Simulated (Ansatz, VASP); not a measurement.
## Two plane-wave programs on SiO

File POSCAR:

```
SiO
1.0
    2.8069700000      0.0000000000      0.0000000000
    0.0000000000      2.8069700000      0.0000000000
    0.0000000000      0.0000000000      2.8069700000
Si O
1 1
Direct
    0.0000000000      0.0000000000      0.0000000000
    0.5000000000      0.5000000000      0.5000000000
```

INCAR.step1

```
SYSTEM = SiO
PREC = Accurate
ENCUT = 520
EDIFF = 1E-5
ISMEAR = -1
SIGMA = 0.05
LREAL = .FALSE.
LASPH = .TRUE.
NELM = 60
ALGO = Normal
ISIF = 2
LWAVE = .TRUE.
LCHARG = .FALSE.
GGA = PE
NBANDS = 12
```

INCAR.step2

```
SYSTEM = SiO
PREC = Accurate
ENCUT = 520
EDIFF = 1E-7
ISMEAR = -1
SIGMA = 0.05
LREAL = .FALSE.
LASPH = .TRUE.
NELM = 60
ALGO = Normal
ISIF = 2
LWAVE = .FALSE.
LCHARG = .FALSE.
GGA = PE
LHFCALC = .TRUE.
HFSCREEN = 0.2079
PRECFOCK = Normal
ISTART = 1
NBANDS = 12
```

The input KPOINTS:

```
regular mesh
0
G
  5 5 5
  0 0 0
```

Contents of input:

```
crystal:
  lattice:
    - [2.80697, 0.0, 0.0]
    - [0.0, 2.80697, 0.0]
    - [0.0, 0.0, 2.80697]
  atoms:
    - { symbol: Si, position: [0.0, 0.0, 0.0] }
    - { symbol: O, position: [0.5, 0.5, 0.5] }
hamiltonian:
  xc: hse06
  pseudopotentials: { kind: paw }
kpoints:
  mp_grid: { grid: [5, 5, 5] }
  band_path:
    path:
      - [[0.0, 0.0, 0.0], [0.0, 0.5, 0.0], [0.5, 0.5, 0.0], [0.0, 0.0, 0.0], [0.5, 0.5, 0.5], [0.0, 0.5, 0.0]]
      - [[0.5, 0.5, 0.0], [0.5, 0.5, 0.5]]
    npoints: 4
scf:
  occupations: { method: fermi_dirac, width: 0.05 }
  n_extra_bands: 6
output:
  forces: true
  stress: true
  eigenvalues: true
  fatbands: false
```

Alike in both runs: functional HSE06; k mesh 5 × 5 × 5; occupations fermi-dirac, width 0.05 eV; no spin polarisation.

|  | VASP | Ansatz |
| --- | --- | --- |
| version | VASP 6.6.1 | Ansatz 0.2.0 |
| potentials or method | VASP PAW PBE potentials, release 64 (Si, O) | Ansatz PAW |
| plane-wave cutoff (eV) | 520 | 420 |
| valence electrons in the cell | 10 | 10 |
| task | single point | band structure |

Ansatz gave:

```
pressure (GPa) : -1.7
```

Problem. Which values does VASP return?

Solution. Pressure (GPa): -1.8.

The functional is the same, so the differences come from potentials, cutoffs and numerics.

The k mesh is coarse, so the values compare programs but aren't converged.
